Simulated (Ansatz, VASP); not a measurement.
# MgSe: VASP beside Ansatz

```
Mg Se
1.0
     0.00000    2.70863    2.70863
     2.70863    0.00000    2.70863
     2.70863    2.70863    0.00000
Mg Se
1 1
Direct
  0.00000 0.00000 0.00000
  0.50000 0.50000 0.50000
```

Alike in both runs: task single point; functional r2SCAN; k mesh 6 × 6 × 6; no spin polarisation.

|  | VASP | Ansatz |
| --- | --- | --- |
| version | VASP 6.6.1 | Ansatz 0.2.0 |
| potentials or method | VASP PAW PBE potentials, release 64 (Mg, Se) | plane waves, PAW |
| plane-wave cutoff (eV) | 660 | 500 |
| occupations | gaussian, width 0.01 eV | fixed |
| valence electrons in the cell | 8 | 26 |

|  | VASP | Ansatz | Ansatz less VASP |
| --- | --- | --- | --- |
| gap on the k mesh at the Fermi level (eV) | 2.49 | 2.53 | +0.036 |
| pressure (GPa) | 1.9 | 2.2 | +0.23 |

VASP's potentials were made for PBE, not for r2SCAN. VASP's potentials hold 8 valence electrons a cell and Ansatz's 26, so a difference there can come from the potentials and not from the codes.
